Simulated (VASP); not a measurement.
Runs of VASP 6.6.1 on Re. The structure is that of space group Pm-3m (No. 221), or close to it. The cells are those of the table. This isn't the form of Re at room conditions, which is hcp.

```csv
task,cell,k mesh,cutoff (eV),gap on the mesh (eV),pressure (GPa)
single point,"a = 2.539 Å, 1 atom",14 × 14 × 14,520,none,-0.6
single point,"a = 2.637 Å, 1 atom",14 × 14 × 14,520,none,-26.5
single point,"a = 2.573 Å, 1 atom",14 × 14 × 14,520,none,-11.1
single point,"a = 2.470 Å, 1 atom",14 × 14 × 14,520,none,(b)
single point,"a = 2.505 Å, 1 atom",14 × 14 × 14,520,none,12.5
single point,"a = 2.539 Å, 1 atom",20 × 20 × 20,520,none,0.0
single point,"a = 2.434 Å, 1 atom",14 × 14 × 14,520,none,49.0
relaxation of cell and atoms,"relaxed from a = 2.514 Å, 1 atom",12 × 12 × 12,600,none,0.0
single point,"a = 2.605 Å, 1 atom",14 × 14 × 14,520,none,(a)
single point,"a = 2.539 Å, 1 atom",12 × 12 × 12,520,none,0.0
```

Alike in all rows: level LDA; potentials or basis VASP PAW LDA potentials, release 64 (Re); no spin polarisation; smearing fermi-dirac 0.1 eV.

Question: Fill in the values left out.

Answer: (a) -19.6; (b) 28.8.

Caveats: spin-orbit coupling is left out, which moves the levels of the heavy elements; the cell stands under tension (at least some runs); the cell stands under pressure (at least some runs).

A k mesh can miss the band edges, and the runs leave out spin-orbit coupling on Re.

A gap of «none» marks levels without a gap at the run's occupations.
